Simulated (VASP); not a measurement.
Crystal: MgO (Periclase).

```
Mg O
1.0
     0.00000    2.08093    2.08093
     2.08093    0.00000    2.08093
     2.08093    2.08093    0.00000
Mg O
1 1
Cartesian
  0.0000 0.0000 0.0000
  2.0809 2.0809 2.0809
```

This cell differs from its parent crystal: volume changed by -3%.

Base run:

```yaml
Program: VASP 6.6.1
Functional: r2SCAN
Potentials_or_basis: VASP PAW PBE potentials, release 64 (Mg_sv, O)
Cutoff: 660 eV
k_mesh: 8 × 8 × 8
Occupations: gaussian, width 0.01 eV
Spin: no spin polarisation
```

Its results: band gap on the k mesh 6.03 eV, direct; pressure 4.9 GPa.

Q: The run is repeated on the same cell with these changes: potentials or basis from VASP PAW PBE potentials, release 64 (Mg_sv, O) to VASP PAW PBE potentials, release 64 (Mg, O); cutoff from 660 eV to 520 eV; further incar settings from ALGO = Normal; EDIFF = 1e-06; NBANDS = 15 to ALGO = Normal; EDIFF = 1e-06; NBANDS = 11; valence electrons from 16 to 8. What comes out?

A: Band gap on the k mesh 5.98 eV, direct; pressure 4.3 GPa.

Caveats: the PAW data sets were made with another functional, which shifts forces and pressure a little.

